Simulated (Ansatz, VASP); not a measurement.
LiGeN in VASP and in Ansatz

Contents of INCAR:

```
  ALGO = Normal
  EDIFF = 1E-6
  ENCUT = 520
  GGA = PE
  ISIF = 2
  ISMEAR = 1
  LASPH = T
  LCHARG = T
  LELF = T
  LREAL = F
  LVHAR = T
  LWAVE = F
  NBANDS = 31
  NELM = 80
  PREC = Accurate
  SIGMA = 0.05
```

File KPOINTS:

```
k-points
0
Gamma
  12 12 4
```

POSCAR

```
LiGeN
1.0
    3.0124090000      0.0000000000      0.0000000000
   -1.5062045000      2.6088227206      0.0000000000
    0.0000000000      0.0000000000      9.4194590000
Li Ge N
2 2 2
Direct
    0.6666666667      0.3333333333      0.7433920000
    0.3333333333      0.6666666667      0.2433920000
    0.0000000000      0.0000000000      0.4980230000
    0.0000000000      0.0000000000      0.9980230000
    0.3333333333      0.6666666667      0.6032230000
    0.6666666667      0.3333333333      0.1032230000
```

Input for Ansatz:

```yaml
crystal:
  lattice:
    a: 3.012409
    b: 3.012409
    c: 9.419459
    alpha: 90.0
    beta: 90.0
    gamma: 120.0
  atoms:
    - { symbol: Li, position: [0.6666666666666666, 0.3333333333333333, 0.743392] }
    - { symbol: Li, position: [0.3333333333333333, 0.6666666666666666, 0.243392] }
    - { symbol: Ge, position: [0.0, 0.0, 0.498023] }
    - { symbol: Ge, position: [0.0, 0.0, 0.998023] }
    - { symbol: "N", position: [0.3333333333333333, 0.6666666666666666, 0.603223] }
    - { symbol: "N", position: [0.6666666666666666, 0.3333333333333333, 0.103223] }
basis:
  ecutwfc: 571.4391111657479
kpoints:
  mp_grid:
    grid: [12, 12, 4]
hamiltonian:
  xc: pbe
scf:
  occupations:
    method: cold
    width: 0.05
output:
  forces: true
  stress: true
```

Alike in both runs: task single point; functional PBE; k mesh 12 × 12 × 4; no spin polarisation.

|  | VASP | Ansatz |
| --- | --- | --- |
| version | VASP 6.6.1 | Ansatz 0.2.0 |
| potentials or method | VASP PAW PBE potentials, release 64 (Li_sv, Ge_d, N), cutoff 520 eV | plane waves, PAW |
| occupations | methfessel-paxton of order 1, width 0.05 eV | cold, width 0.05 eV |
| valence electrons in the cell | 44 | 44 |

```csv
,VASP,Ansatz,Ansatz less VASP
rms of the force components (eV/Å),0.035,0.030,-0.0047
```

Atom by atom the forces differ by 0.008 eV/Å (rms over components).

Noted on VASP's run: the cutoff is under 1.25 times that of the potentials, so the pressure is a little rough.
